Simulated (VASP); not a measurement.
A run of VASP 6.6.1:

INCAR

```
ALGO = Normal
EDIFF = 1E-6
ENCUT = 700
GGA = PE
GGA_COMPAT = F
ISIF = 2
ISMEAR = 0
LASPH = T
LCHARG = T
LELF = T
LREAL = F
LVHAR = T
LWAVE = F
NBANDS = 26
NELM = 120
PREC = Accurate
SIGMA = 0.1
```

KPOINTS

```
k-points
0
Gamma
  6 6 4
```

Contents of POSCAR:

```
TaN
1.0
    3.1514111810      0.0000000030      0.0000000000
   -1.5757055931      2.7292021390      0.0000000000
    0.0000000000      0.0000000000      6.1029218168
Ta N
2 2
Direct
    0.3333333333      0.6666666667      0.0306213540
    0.6666666667      0.3333333333      0.5306213540
    0.3333333333      0.6666666667      0.3543786360
    0.6666666667      0.3333333333      0.8543786360
```

Potentials or basis: VASP PAW PBE potentials, release 64 (Ta_sv_GW, N).

The run is started by

```console
$ cat potpaw_PBE.64/Ta_sv_GW/POTCAR potpaw_PBE.64/N/POTCAR > POTCAR
$ mpirun -np 1 vasp_std > vasp.out
```

Hardware: 1 thread of Intel(R) Xeon(R) Platinum 8375C CPU @ 2.90GHz (Ice Lake) (shared host).

Problem. Estimate the wall time of this run.

Solution. It took 55 s on 1 thread of Intel(R) Xeon(R) Platinum 8375C CPU @ 2.90GHz (Ice Lake), on a shared host, peak memory 0.21 GiB. Counts: scf iterations 20, k points 21.
